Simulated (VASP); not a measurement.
Wanted: the native input for a VASP 6.6.1 run.

| Quantity | Value |
| --- | --- |
| Task | single point |
| Functional | r2SCAN |
| Potentials or basis | VASP PAW PBE potentials, release 64 (C, O) |
| Cutoff | 580 eV |
| k mesh | 3 × 3 × 3 |
| Occupations | fermi-dirac, width 0.01 eV |
| Spin | no spin polarisation |
| Dipole correction | no |
| Further INCAR settings | ALGO = Normal; EDIFF = 1e-06; NBANDS = 25 |

CO2:

```
C O
1.0
    -1.97473    1.97473    3.01406
     1.97473   -1.97473    3.01406
     1.97473    1.97473   -3.01406
C O
2 4
Direct
  0.75478 0.25470 0.50252
  0.99925 0.00394 0.99839
  0.72041 0.13179 0.09489
  0.37249 0.28031 0.40834
  0.02709 0.62293 0.91090
  0.87698 0.95849 0.58519
```

These files were run (other wordings do the same):

POSCAR

```
CO2
1.0
   -1.9747270000      1.9747270000      3.0140580000
    1.9747270000     -1.9747270000      3.0140580000
    1.9747270000      1.9747270000     -3.0140580000
C O
2 4
Direct
    0.7547838203      0.2546959600      0.5025180696
   -0.0007527020      0.0039355410     -0.0016113620
    0.7204072417      0.1317937270      0.0948890657
    0.3724883661      0.2803135997      0.4083415075
    0.0270938626      0.6229263498      0.9109033806
    0.8769840629      0.9584862149      0.5851854459
```

INCAR.step1

```
  PREC = Accurate
  ENCUT = 580
  ISMEAR = -1
  SIGMA = 0.01
  LREAL = F
  LASPH = T
  NELM = 120
  NBANDS = 25
  GGA = PE
  ALGO = Normal
  EDIFF = 1E-5
  LWAVE = T
  LCHARG = F
  GGA_COMPAT = F
```

INCAR.step2

```
  PREC = Accurate
  ENCUT = 580
  EDIFF = 1E-6
  ISMEAR = -1
  SIGMA = 0.01
  LREAL = F
  LASPH = T
  NELM = 120
  ALGO = Normal
  ISIF = 2
  LWAVE = F
  LCHARG = F
  METAGGA = R2SCAN
  LMIXTAU = T
  NBANDS = 25
  ISTART = 1
  GGA_COMPAT = F
```

KPOINTS

```
regular mesh
0
Gamma
  3 3 3
```

Potentials or basis: VASP PAW PBE potentials, release 64 (C, O).

Command:

```console
$ cat potpaw_PBE.64/C/POTCAR potpaw_PBE.64/O/POTCAR > POTCAR
$ cp INCAR.step1 INCAR
$ mpirun -np 1 vasp_std > vasp.out
$ cp INCAR.step2 INCAR
$ mpirun -np 1 vasp_std > vasp.out
```

It gave:

```yaml
Pressure: -2.2 GPa
Largest_force: 0.750 eV/Å
Band_gap_on_the_k_mesh: 8.67 eV (least direct gap 8.96 eV)
```

Caveat: the k points lie up to 0.63 Å⁻¹ apart; the PAW data sets were made with another functional, which shifts forces and pressure a little; an odd mesh through Γ misses points on the zone boundary, where band edges can lie.

Run time: 31 s on 1 thread of Intel(R) Xeon(R) 6975P-C (Granite Rapids), with other jobs on the host, peak memory 0.17 GiB.
